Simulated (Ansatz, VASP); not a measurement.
## One calculation of CsCl, two programs

```xyz
2
Lattice="4.1230 0.0000 0.0000 0.0000 4.1230 0.0000 0.0000 0.0000 4.1230" Properties=species:S:1:pos:R:3 pbc="T T T"
Cs    0.0000    0.0000    0.0000
Cl    2.0615    2.0615    2.0615
```

Alike in both runs: task single point; functional PBEsol; k mesh 4 × 4 × 4; occupations gaussian, width 0.1 eV; no spin polarisation.

|  | VASP | Ansatz |
| --- | --- | --- |
| version | VASP 6.6.1 | Ansatz 0.2.0 |
| potentials or method | VASP PAW PBE potentials, release 64 (Cs_sv, Cl), cutoff 500 eV | scalar-relativistic, plane waves, PAW |
| valence electrons in the cell | 16 | 16 |

Ansatz gave:

| Item | Value |
| --- | --- |
| gap on the k mesh at the Fermi level (eV) | 5.06 |
| least direct gap on the mesh (eV) | 5.06 |
| pressure (GPa) | -0.7 |

Question: Estimate VASP's values.

Answer: gap on the k mesh at the Fermi level (eV): 5.05; least direct gap on the mesh (eV): 5.05; pressure (GPa): -0.6.

VASP's potentials were made for PBE, not for PBEsol.

Neither program's run includes spin-orbit coupling.
